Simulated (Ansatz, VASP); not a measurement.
## One calculation of Al4B3P, two programs

```xyz
16
Lattice="3.0238 0.0000 0.0000 -1.5119 2.6187 0.0000 0.0000 0.0000 24.1960" Properties=species:S:1:pos:R:3 pbc="T T T"
Al    1.5119    0.8729    8.7051
Al    0.0000    0.0000   19.1899
Al    0.0000    0.0000    5.0061
Al    0.0000    0.0000   22.5206
Al    0.0000    0.0000    1.6753
Al    0.0000    1.7458   15.4909
Al    0.0000    1.7458   10.9578
Al    1.5119    0.8729   13.2382
B     1.5119    0.8729   20.8905
B     0.0000    1.7458   20.8437
B     0.0000    1.7458    3.3055
B     1.5119    0.8729    3.3523
B     0.0000    1.7458   -0.0117
B     1.5119    0.8729    0.0117
P     0.0000    1.7458    6.7920
P     1.5119    0.8729   17.4040
```

Alike in both runs: functional PBE; k mesh 6 × 6 × 1; occupations gaussian, width 0.2 eV; no spin polarisation.

Ansatz relaxed the structure, and its values are those at the end. VASP's run is a single point on that final structure, the one shown.

|  | VASP | Ansatz |
| --- | --- | --- |
| version | VASP 6.6.1 | Ansatz 0.2.0 |
| potentials or method | VASP PAW PBE potentials, release 64 (Al, B, P), cutoff 520 eV | scalar-relativistic, plane waves, PAW |
| valence electrons in the cell | 52 | 52 |

VASP gave:

- gap on the k mesh at the Fermi level (eV): none
- pressure (GPa): -0.2
- rms of the force components (eV/Å): 0.013

Question: What did Ansatz give for the same quantities?

Answer: gap on the k mesh at the Fermi level (eV): none; pressure (GPa): -0.1; rms of the force components (eV/Å): 0.012.

A gap of «none» marks a metal or a gap that the smearing closes. The functional is the same, so the differences come from potentials, cutoffs and numerics.

The k mesh is coarse, so the values compare programs but aren't converged.
